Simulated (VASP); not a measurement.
# TiW3C4 (P4/mmm) in VASP: single point with PBE

Aim: the single point of TiW3C4 with PBE.

Program: VASP 6.6.1. These are calculated values, not measurements. Logs are shortened: lines on timing, memory, paths and dates and some standing lists are left out, and cuts for length are marked.

## (1) The cell of the first run

The structure is tetragonal, space group P4/mmm (No. 123). The conventional cell has a = 3.463 Å, b = 3.463 Å, c = 9.796 Å, α = 90.00°, β = 90.00°, γ = 90.00°. Within 3.2 Å of Ti (site symmetry 4/mmm) lie 6 C at 2.45 Å. Within 3.2 Å of W (site symmetry 4mm) lie 6 C at 2.45 Å. Within 3.2 Å of W (site symmetry 4/mmm) lie 6 C at 2.45 Å. Within 3.2 Å of C (site symmetry 4/mmm) lie 2 W at 2.45 Å and 4 Ti at 2.45 Å. C (site symmetry 4mm) has 1 Ti at 2.45 Å and 5 W at 2.45 Å within 3.2 Å. C (site symmetry 4/mmm) has 6 W at 2.45 Å within 3.2 Å.

## (2) Single point, PBE

The input, INCAR:

```
PREC = Accurate
ENCUT = 520
EDIFF = 1E-6
ISMEAR = 0
SIGMA = 0.1
LREAL = F
LASPH = T
NELM = 100
ALGO = Normal
ISIF = 2
LWAVE = F
LCHARG = T
GGA = PE
LELF = T
LVHAR = T
NBANDS = 45
```

The input, KPOINTS:

```
Automatic mesh
0
Gamma
  6 6 2
```

The input, POSCAR:

```
TiW3C4
1.0
    3.4634270500      0.0000000000      0.0000000000
    0.0000000000      3.4634270500      0.0000000000
    0.0000000000      0.0000000000      9.7960510100
Ti W C
1 3 4
Direct
    0.5000000000      0.5000000000      0.0000000000
    0.0000000000      0.0000000000      0.7500000000
    0.0000000000      0.0000000000      0.2500000000
    0.5000000000      0.5000000000      0.5000000000
    0.0000000000      0.0000000000      0.0000000000
    0.5000000000      0.5000000000      0.2500000000
    0.0000000000      0.0000000000      0.5000000000
    0.5000000000      0.5000000000      0.7500000000
```

Potentials or basis: VASP PAW PBE potentials, release 64 (Ti_sv, W_sv, C).

The run is started by

```
cat potpaw_PBE.64/Ti_sv/POTCAR potpaw_PBE.64/W_sv/POTCAR potpaw_PBE.64/C/POTCAR > POTCAR
mpirun -np 1 vasp_std > vasp.out
```

OUTCAR:

```text
PREC = Accurate
   ENCUT = 520
   EDIFF = 1E-6
   ISMEAR = 0
   LREAL = F
   LASPH = T
   NELM = 100
   ISIF = 2
   GGA = PE

 ion  position               nearest neighbor table
   1  0.500  0.500  0.000-   6 2.45   8 2.45   5 2.45   5 2.45   5 2.45   5 2.45
   2  0.000  0.000  0.750-   5 2.45   7 2.45   8 2.45   8 2.45   8 2.45   8 2.45   4 3.46   4 3.46
                             4 3.46   4 3.46
   3  0.000  0.000  0.250-   5 2.45   7 2.45   6 2.45   6 2.45   6 2.45   6 2.45   4 3.46   4 3.46
                             4 3.46   4 3.46
   4  0.500  0.500  0.500-   6 2.45   8 2.45   7 2.45   7 2.45   7 2.45   7 2.45   3 3.46   3 3.46
                             2 3.46   3 3.46   2 3.46   2 3.46   3 3.46   2 3.46
   5  0.000  0.000  0.000-   2 2.45   3 2.45   1 2.45   1 2.45   1 2.45   1 2.45
   6  0.500  0.500  0.250-   1 2.45   4 2.45   3 2.45   3 2.45   3 2.45   3 2.45
   7  0.000  0.000  0.500-   2 2.45   3 2.45   4 2.45   4 2.45   4 2.45   4 2.45
   8  0.500  0.500  0.750-   1 2.45   4 2.45   2 2.45   2 2.45   2 2.45   2 2.45

  LATTYP: Found a simple tetragonal cell.
 ALAT       =     3.4634270500
 C/A-ratio  =     2.8284271239

  Lattice vectors:

 A1 = (   3.4634270500,   0.0000000000,   0.0000000000)
 A2 = (   0.0000000000,   3.4634270500,   0.0000000000)
 A3 = (   0.0000000000,   0.0000000000,   9.7960510100)

Analysis of symmetry for initial positions (statically):
=====================================================================
 Subroutine PRICEL returns:
 Original cell was already a primitive cell.

 Routine SETGRP: Setting up the symmetry group for a
 simple tetragonal supercell.

 Subroutine GETGRP returns: Found 16 space group operations
 (whereof 16 operations were pure point group operations)
 out of a pool of 16 trial point group operations.

The static configuration has the point symmetry D_4h.

Analysis of symmetry for dynamics (positions and initial velocities):
=====================================================================
 Subroutine PRICEL returns:
 Original cell was already a primitive cell.

 Routine SETGRP: Setting up the symmetry group for a
 simple tetragonal supercell.

 Subroutine GETGRP returns: Found 16 space group operations
 (whereof 16 operations were pure point group operations)
 out of a pool of 16 trial point group operations.

The dynamic configuration has the point symmetry D_4h.

 Subroutine INISYM returns: Found 16 space group operations
[... 109 lines left out ...]
   NFREE  =      0    steps in history (QN), initial steepest desc. (CG)
   ISIF   =      2    stress and relaxation
   ISYM   =      2    0-nonsym 1-usesym 2-fastsym
   POTIM  = 0.5000    time-step for ionic-motion
   TEBEG  =    0.0;   TEEND  =   0.0 temperature during run
   PSTRESS=    0.0 pullay stress
   NELECT =      70.0000    total number of electrons
   NUPDOWN=      -1.0000    fix difference up-down
   EMIN   =  10.00;   EMAX   =-10.00  energy-range for DOS
   EFERMI =   0.00;   METHOD = LEGACY
   ISMEAR =     0;   SIGMA  =   0.10  broadening in eV -4-tet -1-fermi 0-gaus
   EFERMI_NEDOS =   21; number of points for ismear=-14 and -15
   IALGO  =     38    algorithm
   IMIX   =      4    mixing-type and parameters
     AMIX     =   0.40;   BMIX     =  1.00
     AMIX_MAG =   1.60;   BMIX_MAG =  1.00
  volume/ion in A,a.u.               =      14.69        99.12
  Fermi-wavevector in a.u.,A,eV,Ry     =   1.377484  2.603067 25.816529  1.897461
  Thomas-Fermi vector in A             =   2.502633
   LORBIT       =      0    0 simple, 1 ext, 2 COOP (PROOUT), +10 PAW based schemes
   GGA     = PE    functional components
   LHFCALC =     F    Hartree Fock is set to
   AEXX    =    0.0000 exact exchange contribution
   IVDW    =     0    specifies the selected vdW correction
   LEPSILON=     F    determine dielectric tensor
   LRPA    =     F    only Hartree local field effects (RPA)
 non-spin polarized calculation
 Gauss-broadening in eV      SIGMA  =   0.10
  energy-cutoff  :      520.00
  volume of cell :      117.51
 maximum number of plane-waves:      3176
 NGX is ok and might be reduce to    28
   NGX = 13   NGY = 13   NGZ = 37

 number of electron      70.0000009 magnetization

 Free energy of the ion-electron system (eV)
  ---------------------------------------------------
  ext. energy  EPLUGINS =         0.00000000
  ---------------------------------------------------
  free energy    TOTEN  =       -75.92946659 eV

  energy without entropy =      -75.89951249  energy(sigma->0) =      -75.91448954

 E-fermi :   7.3606     XC(G=0): -11.6916

 val. band max:        7.3555832054   @ k =   0.1667   0.1667   0.5000
 cond. band min:       7.3791330339   @ k =   0.3333   0.0000   0.5000
 fundamental gap:      0.0235498284
 Fermi energy:         7.3605805873

 k-point     1 :       0.0000    0.0000    0.0000
  band No.  band energies     occupation
      1     -68.2305      2.00000
      2     -68.2250      2.00000
      3     -68.2234      2.00000
      4     -50.6493      2.00000
      5     -32.2984      2.00000
      6     -32.2738      2.00000
[... 949 lines left out ...]
     44       8.8581      0.00000
     45       8.9046      0.00000

------------------------ aborting loop because EDIFF is reached ----------------------------------------

  FORCE on cell =-STRESS in cart. coord.  units (eV):
  Direction    XX          YY          ZZ          XY          YZ          ZX
  --------------------------------------------------------------------------------------
  -------------------------------------------------------------------------------------
  Total      -40.0562962    -40.0562962    -41.0760095      0.0000000      0.0000000      0.0000000
  in kB     -546.1579316   -546.1579316   -560.0614759      0.0000000      0.0000000      0.0000000
  external PRESSURE =    -550.7924464 kB  Pullay stress =       0.0000000 kB

 VOLUME and BASIS-vectors are now :
 -----------------------------------------------------------------------------
  energy-cutoff  :      520.00
  volume of cell :      117.51
      direct lattice vectors                 reciprocal lattice vectors
     3.463427050  0.000000000  0.000000000     0.288731359  0.000000000  0.000000000
     0.000000000  3.463427050  0.000000000     0.000000000  0.288731359  0.000000000
     0.000000000  0.000000000  9.796051010     0.000000000  0.000000000  0.102081951

 POSITION                                       TOTAL-FORCE (eV/Angst)
 -----------------------------------------------------------------------------------
      1.73171      1.73171      0.00000         0.000000     -0.000000      0.000000
      0.00000      0.00000      7.34704         0.000000     -0.000000      0.260968
      0.00000      0.00000      2.44901         0.000000     -0.000000     -0.260968
      1.73171      1.73171      4.89803         0.000000     -0.000000      0.000000
      0.00000      0.00000      0.00000         0.000000     -0.000000      0.000000
      1.73171      1.73171      2.44901         0.000000     -0.000000      0.432756
      0.00000      0.00000      4.89803         0.000000     -0.000000      0.000000
      1.73171      1.73171      7.34704        -0.000000      0.000000     -0.432756
 -----------------------------------------------------------------------------------
    total drift:                                0.000000      0.000000      0.000000

  FREE ENERGIE OF THE ION-ELECTRON SYSTEM (eV)
  ---------------------------------------------------
  free  energy   TOTEN  =       -75.9294665862 eV

  energy  without entropy=      -75.8995124869  energy(sigma->0) =      -75.91448954
```

OSZICAR:

```text
N       E                     dE             d eps       ncg     rms          rms(c)
DAV:   1     0.830543626959E+03    0.83054E+03   -0.38337E+04  1800   0.171E+03
DAV:   2    -0.974389859492E+01   -0.84029E+03   -0.81860E+03  1825   0.525E+02
DAV:   3    -0.881892255662E+02   -0.78445E+02   -0.76035E+02  2689   0.140E+02
DAV:   4    -0.928995582894E+02   -0.47103E+01   -0.46243E+01  2496   0.277E+01
DAV:   5    -0.931260173337E+02   -0.22646E+00   -0.22509E+00  2744   0.533E+00    0.320E+01
DAV:   6    -0.792676773205E+02    0.13858E+02   -0.15970E+02  2521   0.476E+01    0.139E+01
DAV:   7    -0.774837833796E+02    0.17839E+01   -0.49603E+01  2548   0.264E+01    0.780E+00
DAV:   8    -0.761175178148E+02    0.13663E+01   -0.43445E+00  2531   0.922E+00    0.399E+00
DAV:   9    -0.759858671738E+02    0.13165E+00   -0.16629E+00  2755   0.553E+00    0.250E+00
DAV:  10    -0.759740945857E+02    0.11773E-01   -0.87018E-01  2479   0.402E+00    0.165E+00
DAV:  11    -0.759371958179E+02    0.36899E-01   -0.22739E-01  2710   0.138E+00    0.749E-01
DAV:  12    -0.759383333056E+02   -0.11375E-02   -0.13075E-01  2696   0.136E+00    0.872E-01
DAV:  13    -0.759295802552E+02    0.87531E-02   -0.53167E-02  2642   0.856E-01    0.114E-01
DAV:  14    -0.759295214907E+02    0.58764E-04   -0.20999E-03  2500   0.201E-01    0.698E-02
DAV:  15    -0.759294809638E+02    0.40527E-04   -0.53575E-04  2521   0.898E-02    0.334E-02
DAV:  16    -0.759294685904E+02    0.12373E-04   -0.13393E-04  2673   0.462E-02    0.143E-02
DAV:  17    -0.759294668823E+02    0.17081E-05   -0.79443E-06  2255   0.131E-02    0.575E-03
DAV:  18    -0.759294665862E+02    0.29607E-06   -0.22255E-06  1888   0.607E-03
   1 F= -.75929467E+02 E0= -.75914490E+02  d E =-.299541E-01
```

stdout:

```text
POSCAR found type information on POSCAR TiW C
 POSCAR found :  3 types and       8 ions
 scaLAPACK will be used
 LDA part: xc-table for (Slater+PW92), standard interpolation
 POSCAR, INCAR and KPOINTS ok, starting setup
 FFT: planning ... GRIDC
 FFT: planning ... GRID_SOFT
 FFT: planning ... GRID
 WAVECAR not read
 entering main loop
```

Run time: 2.4 min. Hardware: 1 thread of Intel Xeon Platinum 8559C (Emerald Rapids), shared host; peak memory 0.28 GiB.

What came out:

* Free energy: -75.9295 eV
* Pressure: -55.1 GPa
* Largest force: 0.433 eV/Å
* Band gap on the k mesh: zero (band 35 reaches 7.99 eV, above the bottom of band 36 at 6.38 eV)

Forces on the atoms (eV/Å):
```
Ti   0.000  0.000  0.000
W    0.000  0.000  0.261
W    0.000  0.000 -0.261
W    0.000  0.000  0.000
C    0.000  0.000  0.000
C    0.000  0.000  0.433
C    0.000  0.000  0.000
C    0.000  0.000 -0.433
```

Stress tensor (GPa, compression positive):
```
-54.62   0.00   0.00
  0.00 -54.62   0.00
  0.00   0.00 -56.01
```

Levels at points of the mesh, in eV from the Fermi level:
```csv
k point,band 32,band 33,band 34,band 35,band 36,band 37,band 38,band 39
"(0.00, 0.00, 0.00)",-1.36,-1.07,-1.07,-0.53,-0.51,-0.24,-0.10,-0.08
"(0.50, 0.00, 0.00)",-2.58,-0.16,0.07,0.63,0.66,0.67,0.78,1.00
"(0.50, 0.50, 0.00)",-1.44,-1.44,-1.35,0.58,0.65,0.65,0.70,0.70
"(0.00, 0.00, 0.50)",-1.46,-1.46,-1.29,-1.29,-0.56,-0.49,-0.17,0.26
"(0.50, 0.00, 0.50)",-2.63,0.16,0.24,0.29,0.49,0.50,0.70,0.87
"(0.50, 0.50, 0.50)",-2.41,-0.62,-0.62,-0.50,-0.50,1.21,1.22,1.22
```

Caveat: spin-orbit coupling is left out, which moves the levels of the heavy elements.
